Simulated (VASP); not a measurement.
## GaN (zincblende type): single point with PBE

The system is GaN (zincblende type).

```
Ga N
1.0
     0.00000    2.14328    2.14328
     2.14328    0.00000    2.14328
     2.14328    2.14328    0.00000
Ga N
1 1
Cartesian
  0.0000 0.0000 0.0000
  1.0716 1.0716 1.0716
```

```json
{"Program": "VASP 6.6.1", "Task": "single point", "Functional": "PBE", "Potentials or basis": "VASP PAW PBE potentials, release 64 (Ga_d, N)", "Cutoff": "520 eV", "k mesh": "16 × 16 × 16", "Occupations": "fermi-dirac, width 0.08 eV", "Spin": "no spin polarisation"}
```

- Pressure: 44.9 GPa
- Band gap on the k mesh: 2.69 eV, direct

Levels at points of the mesh, in eV from the valence-band top:
```
           k point  band 5  band 6  band 7  band 8  band 9  band 10  band 11  band 12  band 13  band 14
(0.00, 0.00, 0.00)  -13.17  -13.17    0.00    0.00    0.00     2.69    11.26    11.26    11.26    19.60
(0.50, 0.00, 0.00)  -13.10  -11.90   -8.12   -1.18   -1.18     5.69     9.46    11.14    11.14    16.98
(0.50, 0.50, 0.00)  -13.05  -11.51   -6.78   -3.29   -3.29     3.38     7.52    12.88    15.61    15.61
```

Wall time 17 s on 1 thread of Intel(R) Xeon(R) 6975P-C (Granite Rapids), on a shared host, peak memory 0.17 GiB.

A k mesh can miss the band edges.
